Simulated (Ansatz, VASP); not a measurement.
KBr: VASP beside Ansatz

Contents of INCAR:

```
ALGO = Normal
EDIFF = 1E-6
ENCUT = 520
GGA = CA
ISIF = 2
ISMEAR = 0
LASPH = T
LCHARG = F
LREAL = F
LWAVE = F
NBANDS = 24
NELM = 100
PREC = Accurate
SIGMA = 0.05
```

Contents of KPOINTS:

```
k-points
0
Gamma
  6 6 4
```

Contents of POSCAR:

```
KBr
1.0
    3.8300121826      0.0000000000      0.0000000000
    0.0000000000      3.8300121826      0.0000000000
    0.0000000000      0.0000000000      7.6600243652
K Br
2 2
Direct
    0.0000000000      0.0000000000      0.0000000000
    0.0000000000      0.0000000000      0.5000000000
    0.5000000000      0.5000000000      0.2500000000
    0.5000000000      0.5000000000      0.7500000000
```

Input for Ansatz:

```yaml
crystal:
  lattice:
    - [3.8300121826, 0.0, 0.0]
    - [0.0, 3.8300121826, 0.0]
    - [0.0, 0.0, 7.6600243652]
  atoms:
    - { symbol: K, position: [0.0, 0.0, 0.0] }
    - { symbol: K, position: [0.0, 0.0, 0.5] }
    - { symbol: Br, position: [0.5, 0.5, 0.25] }
    - { symbol: Br, position: [0.5, 0.5, 0.75] }
basis:
  ecutwfc: 420
kpoints:
  mp_grid: { grid: [6, 6, 4] }
hamiltonian:
  xc: lda
scf:
  occupations: { method: gaussian, width: 0.05 }
output:
  forces: true
  stress: true
  eigenvalues: true
  write_density: true
  write_potential: true
  elf: true
  volumetric_format: npy
```

Alike in both runs: task single point; functional LDA; k mesh 6 × 6 × 4; occupations gaussian, width 0.05 eV; no spin polarisation.

```csv
,VASP,Ansatz
version,VASP 6.6.1,Ansatz 0.2.0
potentials or method,"VASP PAW LDA potentials, release 64 (K_sv, Br), cutoff 520 eV","scalar-relativistic, plane waves, PAW"
valence electrons in the cell,32,32
```

|  | VASP | Ansatz | Ansatz less VASP |
| --- | --- | --- | --- |
| gap on the k mesh at the Fermi level (eV) | 4.04 | 4.02 | -0.011 |
| least direct gap on the mesh (eV) | 4.36 | 4.35 | -0.012 |
| pressure (GPa) | 0.1 | 0.0 | -0.10 |

LDA's correlation is that of Perdew and Zunger in VASP and of Perdew and Wang (1992) in Ansatz.
